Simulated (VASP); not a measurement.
# Br (Fd-3m) in VASP: notebook, part 2 of 2

VASP 6.6.1.

**3. Single point, r2SCAN**

This run uses another cell than the first one, of 44.80 Å³/atom, 1.030 times its volume.

Input file POSCAR:

```
Br
1.0
    0.0000000000      3.5516426749      3.5516426749
    3.5516426749      0.0000000000      3.5516426749
    3.5516426749      3.5516426749      0.0000000000
Br
2
Direct
    0.0000000000      0.0000000000      0.0000000000
    0.2500000000      0.2500000000      0.2500000000
```

Input file INCAR.step1:

```
PREC     = Accurate       # precision mode
ENCUT    = 520            # plane-wave cutoff, eV
ISMEAR   = -1             # smearing method
SIGMA    = 0.1            # smearing width, eV
LREAL    = False          # projectors in reciprocal space
LASPH    = True           # aspherical terms in the spheres
NELM     = 80             # most SCF steps
NBANDS   = 14             # bands
GGA      = PE             # functional
ALGO     = Normal         # electronic algorithm
EDIFF    = 1E-4           # SCF threshold, eV
LWAVE    = True           # write WAVECAR
LCHARG   = False          # write CHGCAR
```

Input file INCAR.step2:

```
PREC     = Accurate       # precision mode
ENCUT    = 520            # plane-wave cutoff, eV
EDIFF    = 1E-7           # SCF threshold, eV
ISMEAR   = -1             # smearing method
SIGMA    = 0.1            # smearing width, eV
LREAL    = False          # projectors in reciprocal space
LASPH    = True           # aspherical terms in the spheres
NELM     = 80             # most SCF steps
ALGO     = Normal         # electronic algorithm
ISIF     = 2              # what is computed and relaxed
LWAVE    = False          # write WAVECAR
LCHARG   = True           # write CHGCAR
METAGGA  = R2SCAN         # meta-GGA
LMIXTAU  = True         
LELF     = True           # ELF
LVHAR    = True         
NBANDS   = 14             # bands
ISTART   = 1
```

Input file KPOINTS:

```
regular mesh
0
Gamma
  9 9 9
```

Potentials or basis: VASP PAW PBE potentials, release 64 (Br).

The run is started by

```bash
$ cat potpaw_PBE.64/Br/POTCAR > POTCAR
$ cp INCAR.step1 INCAR
$ mpirun -np 1 vasp_std > vasp.out
$ cp INCAR.step2 INCAR
$ mpirun -np 1 vasp_std > vasp.out
```

OUTCAR:

```text
PREC = Accurate
   ENCUT = 520
   EDIFF = 1E-7
   ISMEAR = -1
   LREAL = False
   LASPH = True
   NELM = 80
   ISIF = 2
   METAGGA = R2SCAN
   ISTART = 1

 ion  position               nearest neighbor table
   1  0.000  0.000  0.000-
   2  0.250  0.250  0.250-

  LATTYP: Found a face centered cubic cell.
 ALAT       =     7.1032853498

  Lattice vectors:

 A1 = (   0.0000000000,   3.5516426749,   3.5516426749)
 A2 = (   3.5516426749,   0.0000000000,   3.5516426749)
 A3 = (   3.5516426749,   3.5516426749,   0.0000000000)

Analysis of symmetry for initial positions (statically):
=====================================================================
 Subroutine PRICEL returns:
 Original cell was already a primitive cell.

 Routine SETGRP: Setting up the symmetry group for a
 face centered cubic supercell.

 Subroutine GETGRP returns: Found 48 space group operations
 (whereof 24 operations were pure point group operations)
 out of a pool of 48 trial point group operations.

The static configuration has the point symmetry T_d .
 The point group associated with its full space group is O_h .

Analysis of symmetry for dynamics (positions and initial velocities):
=====================================================================
 Subroutine PRICEL returns:
 Original cell was already a primitive cell.

 Routine SETGRP: Setting up the symmetry group for a
 face centered cubic supercell.

 Subroutine GETGRP returns: Found 48 space group operations
 (whereof 24 operations were pure point group operations)
 out of a pool of 48 trial point group operations.

The dynamic configuration has the point symmetry T_d .
 The point group associated with its full space group is O_h .

 Subroutine INISYM returns: Found 48 space group operations
 (whereof 24 operations are pure point group operations),
 and found     1 'primitive' translations

----------------------------------------------------------------------------------------

                                     Primitive cell

  volume of cell :      89.6020

  direct lattice vectors                    reciprocal lattice vectors
     0.000000000  3.551642675  3.551642675    -0.140779928  0.140779928  0.140779928
     3.551642675  0.000000000  3.551642675     0.140779928 -0.140779928  0.140779928
     3.551642675  3.551642675  0.000000000     0.140779928  0.140779928 -0.140779928

  length of vectors
     5.022781240  5.022781240  5.022781240     0.243837988  0.243837988  0.243837988

  position of ions in fractional coordinates (direct lattice)
     0.000000000  0.000000000  0.000000000
     0.250000000  0.250000000  0.250000000

  ion indices of the primitive-cell ions
   primitive index   ion index
                 1           1
                 2           2

----------------------------------------------------------------------------------------

 KPOINTS: regular mesh

Automatic generation of k-mesh.
 Grid dimensions read from file:
 generate k-points for:    9    9    9

 Generating k-lattice:

  Cartesian coordinates                     Fractional coordinates (reciprocal lattice)
[... 40 lines left out ...]
  0.444444  0.444444  0.000000      6.000000
 [... further k-points ...]
   k-points           NKPTS =     35   k-points in BZ     NKDIM =     35   number of bands    NBANDS=     14
   number of dos      NEDOS =    301   number of ions     NIONS =      2
   total plane-waves  NPLWV =  64000
   dimension x,y,z NGX =    40 NGY =   40 NGZ =   40
   dimension x,y,z NGXF=    80 NGYF=   80 NGZF=   80
   ions per type =               2
   NGX,Y,Z   is equivalent  to a cutoff of  13.24, 13.24, 13.24 a.u.
   NGXF,Y,Z  is equivalent  to a cutoff of  26.48, 26.48, 26.48 a.u.
 SYSTEM =  unknown system
   PREC   = accura    normal or accurate (medium, high low for compatibility)
   ISTART =      1    job   : 0-new  1-cont  2-samecut
   ICHARG =      0    charge: 1-file 2-atom 10-const
   ISPIN  =      1    spin polarized calculation?
   LNONCOLLINEAR =      F non collinear calculations
   LSORBIT =      F    spin-orbit coupling
   LASPH  =      T    aspherical Exc in radial PAW
   ENCUT  =  520.0 eV  38.22 Ry    6.18 a.u.   9.34  9.34  9.34*2*pi/ulx,y,z
   NELM   =     80;   NELMIN=  2; NELMDL=  0     # of ELM steps
   EDIFF  = 0.1E-06   stopping-criterion for ELM
   LREAL  =      F    real-space projection
   EDIFFG = 0.1E-05   stopping-criterion for IOM
   NSW    =      0    number of steps for IOM
   IBRION =     -1    ionic relax: 0-MD 1-quasi-New 2-CG
   NFREE  =      0    steps in history (QN), initial steepest desc. (CG)
   ISIF   =      2    stress and relaxation
   ISYM   =      2    0-nonsym 1-usesym 2-fastsym
   POTIM  = 0.5000    time-step for ionic-motion
   TEBEG  =    0.0;   TEEND  =   0.0 temperature during run
   PSTRESS=    0.0 pullay stress
   NELECT =      14.0000    total number of electrons
   NUPDOWN=      -1.0000    fix difference up-down
   EMIN   =  10.00;   EMAX   =-10.00  energy-range for DOS
   EFERMI =   0.00;   METHOD = LEGACY
   ISMEAR =    -1;   SIGMA  =   0.10  broadening in eV -4-tet -1-fermi 0-gaus
   EFERMI_NEDOS =   21; number of points for ismear=-14 and -15
   IALGO  =     38    algorithm
   IMIX   =      4    mixing-type and parameters
     AMIX     =   0.40;   BMIX     =  1.00
     AMIX_MAG =   1.60;   BMIX_MAG =  1.00
  volume/ion in A,a.u.               =      44.80       302.33
  Fermi-wavevector in a.u.,A,eV,Ry     =   0.881749  1.666264 10.578272  0.777481
  Thomas-Fermi vector in A             =   2.002287
   LORBIT       =      0    0 simple, 1 ext, 2 COOP (PROOUT), +10 PAW based schemes
   METAGGA = R2SCAN    functional components
   LHFCALC =     F    Hartree Fock is set to
   AEXX    =    0.0000 exact exchange contribution
   IVDW    =     0    specifies the selected vdW correction
   LEPSILON=     F    determine dielectric tensor
   LRPA    =     F    only Hartree local field effects (RPA)
 non-spin polarized calculation
  energy-cutoff  :      520.00
  volume of cell :       89.60
 maximum number of plane-waves:      2424
 NGX is ok and might be reduce to    40
   NGX = 19   NGY = 19   NGZ = 19

 number of electron      14.0000002 magnetization

 Free energy of the ion-electron system (eV)
  ---------------------------------------------------
  ext. energy  EPLUGINS =         0.00000000
  ---------------------------------------------------
  free energy    TOTEN  =       -25.00899998 eV

  energy without entropy =      -24.84942414  energy(sigma->0) =      -24.92921206

 E-fermi :  -2.0003     XC(G=0):  -6.9923

 val. band max:       -2.0135373922   @ k =   0.4444   0.2222   0.0000
 cond. band min:      -1.9942718988   @ k =  -0.2222   0.2222   0.0000
 fundamental gap:      0.0192654934
 Fermi energy:        -2.0002905813

 k-point     1 :       0.0000    0.0000    0.0000
  band No.  band energies     occupation
      1     -17.3600      2.00000
      2     -15.4754      2.00000
      3      -4.5652      2.00000
      4      -4.5652      2.00000
      5      -4.5652      2.00000
      6      -2.7967      1.99931
      7      -2.7967      1.99931
      8      -2.7967      1.99931
      9       3.7238      0.00000
     10       7.9008      0.00000
     11       7.9008      0.00000
     12       9.1164      0.00000
     13       9.1164      0.00000
     14       9.1164      0.00000
[... 377 lines left out ...]
      1     -16.6525      2.00000
      2     -16.3303      2.00000
      3      -5.3051      2.00000
      4      -5.3051      2.00000
      5      -3.8418      2.00000
      6      -3.6129      2.00000
      7      -1.6983      0.09308
      8      -1.6983      0.09308
      9       5.5493      0.00000
     10       5.7686      0.00000
     11       9.3933      0.00000
     12       9.3933      0.00000
     13       9.6914      0.00000
     14      10.1242      0.00000

 [... further k-points ...]

------------------------ aborting loop because EDIFF is reached ----------------------------------------

  FORCE on cell =-STRESS in cart. coord.  units (eV):
  Direction    XX          YY          ZZ          XY          YZ          ZX
  --------------------------------------------------------------------------------------
  -------------------------------------------------------------------------------------
  Total       -0.3767684     -0.3767684     -0.3767684      0.0000000      0.0000000     -0.0000000
  in kB       -6.7370112     -6.7370112     -6.7370112      0.0000000      0.0000000     -0.0000000
  external PRESSURE =      -6.7370112 kB  Pullay stress =       0.0000000 kB

 VOLUME and BASIS-vectors are now :
 -----------------------------------------------------------------------------
  energy-cutoff  :      520.00
  volume of cell :       89.60
      direct lattice vectors                 reciprocal lattice vectors
     0.000000000  3.551642675  3.551642675    -0.140779928  0.140779928  0.140779928
     3.551642675  0.000000000  3.551642675     0.140779928 -0.140779928  0.140779928
     3.551642675  3.551642675  0.000000000     0.140779928  0.140779928 -0.140779928

 POSITION                                       TOTAL-FORCE (eV/Angst)
 -----------------------------------------------------------------------------------
      0.00000      0.00000      0.00000         0.000000      0.000000      0.000000
      1.77582      1.77582      1.77582        -0.000000     -0.000000     -0.000000
 -----------------------------------------------------------------------------------
    total drift:                               -0.000000      0.000000      0.000000

  FREE ENERGIE OF THE ION-ELECTRON SYSTEM (eV)
  ---------------------------------------------------
  free  energy   TOTEN  =       -25.0089999759 eV

  energy  without entropy=      -24.8494241353  energy(sigma->0) =      -24.92921206
```

It took 2.8 min on 1 thread of AMD EPYC 9R45 (Zen 5), shared host; peak memory 0.21 GiB.

Results:

| Property | Result |
| --- | --- |
| Free energy | -25.0090 eV |
| Pressure | -0.7 GPa |
| Band gap on the k mesh | zero (band 7 reaches -1.70 eV, above the bottom of band 8 at -2.80 eV) |

Caveat: the PAW data sets were made with another functional, which shifts forces and pressure a little.

**4. Single point, r2SCAN**

This run uses another cell than the first one, of 44.80 Å³/atom, 1.030 times its volume.

POSCAR is that of step 3.

Input file INCAR.step1:

```
SYSTEM = Br
  PREC = Accurate
  ENCUT = 520
  ISMEAR = -1
  SIGMA = 0.1
  LREAL = .False.
  LASPH = .True.
  NELM = 60
  NBANDS = 14
  GGA = PE
  ALGO = Normal
  EDIFF = 1E-4
  LWAVE = .True.
  LCHARG = .False.
```

Input file INCAR.step2:

```
SYSTEM = Br
  PREC = Accurate
  ENCUT = 520
  EDIFF = 1E-7
  ISMEAR = -1
  SIGMA = 0.1
  LREAL = .False.
  LASPH = .True.
  NELM = 60
  ALGO = Normal
  ISIF = 2
  LWAVE = .False.
  LCHARG = .False.
  METAGGA = R2SCAN
  LMIXTAU = .True.
  NBANDS = 14
  ISTART = 1
```

Input file KPOINTS:

```
regular mesh
0
Gamma
  9 9 9
  0 0 0
```

The run is started by

```bash
$ cat potpaw_PBE.64/Br/POTCAR > POTCAR
$ cp INCAR.step1 INCAR
$ mpirun -np 1 vasp_std > vasp.out
$ cp INCAR.step2 INCAR
$ mpirun -np 1 vasp_std > vasp.out
```

It took 3.1 min on 1 thread of AMD EPYC 9R45 (Zen 5), shared host; peak memory 0.22 GiB.

Results (log left out):

```yaml
Free_energy: -25.0090 eV
Pressure: -0.7 GPa
Band_gap_on_the_k_mesh: zero (band 7 reaches -1.70 eV, above the bottom of band 8 at -2.80 eV)
```

Levels at points of the mesh, in eV from the Fermi level:
```
           k point  band 3  band 4  band 5  band 6  band 7  band 8  band 9  band 10  band 11  band 12
(0.00, 0.00, 0.00)   -2.56   -2.56   -2.56   -0.80   -0.80   -0.80    5.72     9.90     9.90    11.12
```

Caveat: the PAW data sets were made with another functional, which shifts forces and pressure a little.
